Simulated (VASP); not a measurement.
Write the native input for VASP 6.6.1 that does the following.

```
Task                   : single point
Functional             : PBE
Potentials or basis    : VASP PAW PBE potentials, release 64 (Ge_d, S)
Cutoff                 : 520 eV
k mesh                 : 12 × 12 × 12
Occupations            : gaussian, width 0.1 eV
Spin                   : no spin polarisation
Dipole correction      : no
Further INCAR settings : ALGO = Normal; EDIFF = 1e-06; NBANDS = 32
```

The structure of Ge3S lies in POSCAR:

```
Ge3S
1.0
   -2.6841462147      2.6841462147      2.6841462147
    2.6841462147     -2.6841462147      2.6841462147
    2.6841462147      2.6841462147     -2.6841462147
Ge S
3 1
Direct
    0.0000000000      0.5000000000      0.5000000000
    0.5000000000      0.0000000000      0.5000000000
    0.5000000000      0.5000000000      0.0000000000
    0.0000000000      0.0000000000      0.0000000000
```

One way to write it, as run:

INCAR

```
  PREC = Accurate
  ENCUT = 520
  EDIFF = 1E-6
  ISMEAR = 0
  SIGMA = 0.1
  LREAL = False
  LASPH = True
  NELM = 100
  ALGO = Normal
  ISIF = 2
  LWAVE = False
  LCHARG = False
  GGA = PE
  NBANDS = 32
```

KPOINTS

```
regular mesh
0
Gamma
  12 12 12
```

Potentials or basis: VASP PAW PBE potentials, release 64 (Ge_d, S).

The run is started by

```console
$ cat potpaw_PBE.64/Ge_d/POTCAR potpaw_PBE.64/S/POTCAR > POTCAR
$ mpirun -np 1 vasp_std > vasp.out
```

Results of the run:

The pressure is 0.2 GPa. The band gap on the k mesh is zero (band 24 reaches 7.29 eV, above the bottom of band 25 at 3.61 eV).

Wall time 2.2 min on 1 thread of Intel(R) Xeon(R) Platinum 8259CL CPU @ 2.50GHz (Skylake/Cascade Lake), on a shared host, peak memory 0.29 GiB.
